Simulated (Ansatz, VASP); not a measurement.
Two plane-wave programs on Pb

```
CELL_PARAMETERS angstrom
0.00000 2.47502 2.47502
2.47502 0.00000 2.47502
2.47502 2.47502 0.00000
ATOMIC_POSITIONS crystal
Pb 0.00000 0.00000 0.00000
```

Alike in both runs: functional PBEsol; k mesh 9 × 9 × 9; occupations fermi-dirac, width 0.05 eV; non-collinear spin, spin-orbit coupling.

```csv
,VASP,Ansatz
version,VASP 6.6.1,Ansatz 0.2.0
potentials or method,"VASP PAW PBE potentials, release 64 (Pb_d)",Ansatz PAW
plane-wave cutoff (eV),520,420
valence electrons in the cell,14,14
task,single point,band structure
```

VASP gave:

* pressure (GPa): -0.7
* net moment per atom (μB): 0.00

**Question.** Which values does Ansatz return?

**Answer.** Pressure (GPa): -0.6; net moment per atom (μB): 0.00.

VASP's potentials were made for PBE, not for PBEsol. The functional is the same, so the differences come from potentials, cutoffs and numerics.
